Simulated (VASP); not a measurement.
The system is InH2F3.

```
CELL_PARAMETERS angstrom
2.66251 0.00000 0.00000
-1.33125 2.30580 0.00000
0.00000 0.00000 11.11090
ATOMIC_POSITIONS crystal
In 0.33333 0.66667 0.11904
H 0.33333 0.66667 0.74884
H 0.66667 0.33333 0.26206
F 0.66667 0.33333 0.86128
F 0.66667 0.33333 0.63625
F 0.33333 0.66667 0.37252
```

The cell was built from a structure type or drawn by symmetry, and may not be a known phase.

* Program: VASP 6.6.1
* Task: relaxation of cell and atoms
* Functional: PBE
* Potentials or basis: VASP PAW PBE potentials, release 64 (In_d, H, F)
* Cutoff: 600 eV
* k mesh: 5 × 5 × 1
* Occupations: gaussian, width 0.15 eV
* Spin: no spin polarisation

At the start: pressure 3.0 GPa; volume 11.37 Å³/atom.

**Question.** How do energy, volume and symmetry change on relaxing?

**Answer.** Over 21 steps the energy falls by 1136.0 meV/atom and the volume is 11.87 Å³/atom (+4.4 %); space group P3m1 (No. 156, to 0.1 Å) before and after.

The path:
| step | energy change (eV) | largest force (eV/Å) | pressure (GPa) | volume (Å³) |
| --- | --- | --- | --- | --- |
| 1 | 0.0000 | 2.7546 | 3.00 | 68.21 |
| 2 | -1.9433 | 2.1716 | -3.09 | 69.89 |
| 3 | -2.6940 | 2.5117 | -3.04 | 70.63 |
| 4 | -3.5567 | 3.1258 | -4.20 | 68.61 |
| 5 | -4.0802 | 3.3539 | 15.67 | 62.55 |
| 6 | -4.5200 | 2.3661 | -1.02 | 65.78 |
| 7 | -4.6228 | 2.3024 | 4.99 | 64.16 |
| 8 | -4.6580 | 2.3211 | 2.61 | 64.67 |
| 9 | -5.0925 | 2.0977 | 5.80 | 64.56 |
| 10 | -5.1188 | 3.0231 | 7.77 | 64.51 |
| 11 | -5.7424 | 2.4777 | 4.20 | 66.36 |
| 12 | -6.6203 | 0.7197 | -2.29 | 71.46 |
| 13 | -6.6216 | 0.8258 | -2.53 | 71.77 |
| 14 | -6.7158 | 0.7041 | -1.37 | 70.80 |
| 15 | -6.7757 | 0.5312 | 0.80 | 69.39 |
| 16 | -6.7765 | 0.5070 | 1.17 | 69.18 |
| 17 | -6.8012 | 0.2950 | 1.03 | 69.75 |
| 18 | -6.8115 | 0.2118 | 0.93 | 70.42 |
| 19 | -6.8144 | 0.1647 | -0.38 | 71.34 |
| 20 | -6.8150 | 0.0835 | -0.02 | 71.07 |
| 21 | -6.8162 | 0.0652 | 0.01 | 71.19 |

Final structure:
```yaml
crystal:
  lattice:
    - [2.72335, 0.00000, 0.00000]
    - [-1.36168, 2.35849, 0.00000]
    - [0.00000, 0.00000, 11.08429]
  atoms:
    - { symbol: In, position: [0.33333, 0.66667, 0.07036] }
    - { symbol: H, position: [0.33333, 0.66667, 0.65835] }
    - { symbol: H, position: [0.66667, 0.33333, 0.35016] }
    - { symbol: F, position: [0.66667, 0.33333, 0.92310] }
    - { symbol: F, position: [0.66667, 0.33333, 0.65346] }
    - { symbol: F, position: [0.33333, 0.66667, 0.34457] }
```

Caveat: the k points lie up to 0.57 Å⁻¹ apart in the final cell; the relaxation stopped at a loose force limit of 0.08 eV/Å, so its end isn't a converged minimum.
